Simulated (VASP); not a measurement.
# B2Ru3 (P6_3/mmc) in VASP: density of states with PBE

Aim: the density of states of B2Ru3 with PBE.

Everything below comes from runs of VASP 6.6.1. Logs are shortened: lines on timing, memory, paths and dates and some standing lists are left out, and cuts for length are marked.

## (1) The cell of the first run

It takes space group P6_3/mmc (No. 194, hexagonal). Conventional cell: a = 2.845 Å, b = 2.845 Å, c = 15.623 Å, α = 90.00°, β = 90.00°, γ = 120.00°. B (site symmetry 3m) has 6 Ru at 2.14 to 2.20 Å within 2.8 Å. Within 2.8 Å of Ru (site symmetry 3m) lie 3 B at 2.14 Å and 3 Ru at 2.70 Å. Within 2.9 Å of Ru (site symmetry -6m2) lie 6 B at 2.20 Å and 8 Ru at 2.83 to 2.84 Å.

## (2) Density of states, PBE

The input, POSCAR:

```
B2Ru3
1.0
    2.8449687727      0.0000000000      0.0000000000
   -1.4224843864      2.4638152301      0.0000000000
    0.0000000000      0.0000000000     15.6227439349
B Ru
4 6
Direct
    0.3333333333      0.6666666667      0.1567670882
    0.6666666667      0.3333333333      0.6567670882
    0.3333333333      0.6666666667      0.3432329118
    0.6666666667      0.3333333333      0.8432329118
    0.3333333333      0.6666666667      0.9314407466
    0.6666666667      0.3333333333      0.4314407466
    0.3333333333      0.6666666667      0.5685592534
    0.6666666667      0.3333333333      0.0685592534
    0.3333333333      0.6666666667      0.7500000000
    0.6666666667      0.3333333333      0.2500000000
```

The input, INCAR.step1:

```
PREC = Accurate
ENCUT = 520
EDIFF = 1E-6
ISMEAR = 0
SIGMA = 0.1
LREAL = False
LASPH = True
NELM = 60
ALGO = Fast
ISIF = 2
LWAVE = False
LCHARG = True
LMAXMIX = 4
GGA = PE
NBANDS = 59
```

The input, KPOINTS.step1:

```
regular mesh
0
Gamma
  12 12 2
```

The input, INCAR.step2:

```
PREC = Accurate
ENCUT = 520
EDIFF = 1E-6
ISMEAR = -5
SIGMA = 0.1
LREAL = False
LASPH = True
NELM = 60
ALGO = Fast
ISIF = 2
LWAVE = False
LCHARG = False
LMAXMIX = 4
GGA = PE
LORBIT = 10
NEDOS = 2001
ICHARG = 11
```

The input, KPOINTS.step2:

```
regular mesh
0
Gamma
  18 18 3
```

Potentials or basis: VASP PAW PBE potentials, release 64 (B, Ru_pv).

Run with:

```
> cat potpaw_PBE.64/B/POTCAR potpaw_PBE.64/Ru_pv/POTCAR > POTCAR
> cp INCAR.step1 INCAR
> cp KPOINTS.step1 KPOINTS
> mpirun -np 1 vasp_std > vasp.out
> cp INCAR.step2 INCAR
> cp KPOINTS.step2 KPOINTS
> mpirun -np 1 vasp_std > vasp.out
```

OUTCAR:

```text
PREC = Accurate
   ENCUT = 520
   EDIFF = 1E-6
   ISMEAR = -5
   LREAL = False
   LASPH = True
   NELM = 60
   ISIF = 2
   GGA = PE
   LORBIT = 10
   ICHARG = 11

 ion  position               nearest neighbor table
   1  0.333  0.667  0.157-   8 2.14   8 2.14   8 2.14  10 2.20  10 2.20  10 2.20
   2  0.667  0.333  0.657-   7 2.14   7 2.14   7 2.14   9 2.20   9 2.20   9 2.20
   3  0.333  0.667  0.343-   6 2.14   6 2.14   6 2.14  10 2.20  10 2.20  10 2.20
   4  0.667  0.333  0.843-   5 2.14   5 2.14   5 2.14   9 2.20   9 2.20   9 2.20
   5  0.333  0.667  0.931-   4 2.14   4 2.14   4 2.14   8 2.70   8 2.70   8 2.70   9 2.83
   6  0.667  0.333  0.431-   3 2.14   3 2.14   3 2.14   7 2.70   7 2.70   7 2.70  10 2.83
   7  0.333  0.667  0.569-   2 2.14   2 2.14   2 2.14   6 2.70   6 2.70   6 2.70   9 2.83
   8  0.667  0.333  0.069-   1 2.14   1 2.14   1 2.14   5 2.70   5 2.70   5 2.70  10 2.83
   9  0.333  0.667  0.750-   2 2.20   4 2.20   2 2.20   4 2.20   2 2.20   4 2.20   5 2.83   7 2.83

  10  0.667  0.333  0.250-   1 2.20   3 2.20   1 2.20   3 2.20   1 2.20   3 2.20   6 2.83   8 2.83

  LATTYP: Found a hexagonal cell.
 ALAT       =     2.8449687727
 C/A-ratio  =     5.4913586697

  Lattice vectors:

 A1 = (   2.8449687727,   0.0000000000,   0.0000000000)
 A2 = (  -1.4224843864,   2.4638152301,   0.0000000000)
 A3 = (   0.0000000000,   0.0000000000,  15.6227439349)

Analysis of symmetry for initial positions (statically):
=====================================================================
 Subroutine PRICEL returns:
 Original cell was already a primitive cell.

 Routine SETGRP: Setting up the symmetry group for a
 hexagonal supercell.

 Subroutine GETGRP returns: Found 24 space group operations
 (whereof 12 operations were pure point group operations)
 out of a pool of 24 trial point group operations.

The static configuration has the point symmetry D_3d.
 The point group associated with its full space group is D_6h.

Analysis of symmetry for dynamics (positions and initial velocities):
=====================================================================
 Subroutine PRICEL returns:
 Original cell was already a primitive cell.

 Routine SETGRP: Setting up the symmetry group for a
 hexagonal supercell.

 Subroutine GETGRP returns: Found 24 space group operations
 (whereof 12 operations were pure point group operations)
 out of a pool of 24 trial point group operations.

The dynamic configuration has the point symmetry D_3d.
 The point group associated with its full space group is D_6h.
[... 135 lines left out ...]
   IMIX   =      4    mixing-type and parameters
     AMIX     =   0.40;   BMIX     =  1.00
     AMIX_MAG =   1.60;   BMIX_MAG =  1.00
  volume/ion in A,a.u.               =      10.95        73.90
  Fermi-wavevector in a.u.,A,eV,Ry     =   1.566815  2.960850 33.401048  2.454908
  Thomas-Fermi vector in A             =   2.669087
   LORBIT       =     10    0 simple, 1 ext, 2 COOP (PROOUT), +10 PAW based schemes
   GGA     = PE    functional components
   LHFCALC =     F    Hartree Fock is set to
   AEXX    =    0.0000 exact exchange contribution
   IVDW    =     0    specifies the selected vdW correction
   LEPSILON=     F    determine dielectric tensor
   LRPA    =     F    only Hartree local field effects (RPA)
 non-spin polarized calculation
 RMM-DIIS sequential band-by-band and
 Fermi weights with tetrahedron method with Bloechl corrections
  energy-cutoff  :      520.00
  volume of cell :      109.51
 maximum number of plane-waves:      2973
 NGX is ok and might be reduce to    24

 number of electron      96.0000007 magnetization

 Free energy of the ion-electron system (eV)
  ---------------------------------------------------
  ext. energy  EPLUGINS =         0.00000000
  ---------------------------------------------------
  free energy    TOTEN  =       -84.49545496 eV

  energy without entropy =      -84.49545496  energy(sigma->0) =      -84.49545496

 E-fermi :  11.3414     XC(G=0): -13.5700

 val. band max:       11.3564290062   @ k =   0.0000   0.0000   0.3333
 cond. band min:      11.3481007201   @ k =   0.2222   0.0000   0.3333
 fundamental gap:     -0.0083282860
 Fermi energy:        11.3414215483

 k-point     1 :       0.0000    0.0000    0.0000
  band No.  band energies     occupation
      1     -32.2059      2.00000
      2     -32.1550      2.00000
      3     -31.9494      2.00000
      4     -31.8255      2.00000
      5     -31.7023      2.00000
      6     -31.6289      2.00000
[... 1429 lines left out ...]
     56      13.8820      0.00000
     57      14.8231      0.00000

 [... further k-points ...]
[... 5 lines left out ...]
  --------------------------------------------------------------------------------------
  -------------------------------------------------------------------------------------
  Total        0.5405172      0.5405172     -0.6728362     -0.0000000      0.0000000      0.0000000
  in kB        7.9081910      7.9081910     -9.8441215     -0.0000000      0.0000000      0.0000000
  external PRESSURE =       1.9907535 kB  Pullay stress =       0.0000000 kB

 VOLUME and BASIS-vectors are now :
 -----------------------------------------------------------------------------
  energy-cutoff  :      520.00
  volume of cell :      109.51
      direct lattice vectors                 reciprocal lattice vectors
     2.844968773  0.000000000  0.000000000     0.351497707  0.202937296  0.000000000
    -1.422484386  2.463815230  0.000000000     0.000000000  0.405874591  0.000000000
     0.000000000  0.000000000 15.622743935     0.000000000  0.000000000  0.064009242

 POSITION                                       TOTAL-FORCE (eV/Angst)
 -----------------------------------------------------------------------------------
     -0.00000      1.64254      2.44913         0.000000     -0.000000      0.067867
      1.42248      0.82127     10.26050         0.000000      0.000000      0.067867
     -0.00000      1.64254      5.36224         0.000000     -0.000000     -0.067867
      1.42248      0.82127     13.17361         0.000000      0.000000     -0.067867
     -0.00000      1.64254     14.55166        -0.000000     -0.000000     -0.012570
      1.42248      0.82127      6.74029         0.000000     -0.000000     -0.012570
     -0.00000      1.64254      8.88246        -0.000000      0.000000      0.012570
      1.42248      0.82127      1.07108         0.000000      0.000000      0.012570
     -0.00000      1.64254     11.71706         0.000000     -0.000000      0.000000
      1.42248      0.82127      3.90569        -0.000000      0.000000      0.000000
 -----------------------------------------------------------------------------------
    total drift:                               -0.000000      0.000000     -0.000000

  FREE ENERGIE OF THE ION-ELECTRON SYSTEM (eV)
  ---------------------------------------------------
  free  energy   TOTEN  =       -84.4954549587 eV

  energy  without entropy=      -84.4954549587  energy(sigma->0) =      -84.49545496

 total charge

# of ion       s       p       d       tot
------------------------------------------
    1        0.725   1.108   0.000   1.833
    2        0.725   1.108   0.000   1.833
    3        0.725   1.108   0.000   1.833
    4        0.725   1.108   0.000   1.833
    5        0.381   6.332   6.002  12.715
    6        0.381   6.332   6.002  12.715
    7        0.381   6.332   6.002  12.715
    8        0.381   6.332   6.002  12.715
    9        0.366   6.364   6.122  12.852
   10        0.366   6.364   6.122  12.852
--------------------------------------------------
tot          5.155  42.490  36.252  83.897
```

Run time: 5 min. Hardware: 1 thread of Intel Xeon 6975P-C (Granite Rapids), shared host; peak memory 0.46 GiB.

What came out:

| Quantity | Value |
| --- | --- |
| Valence electrons inside the program's atomic spheres | B 1.83; Ru 12.71, 12.85 |

Caveat: tetrahedron occupations give inexact forces and stress in metals.
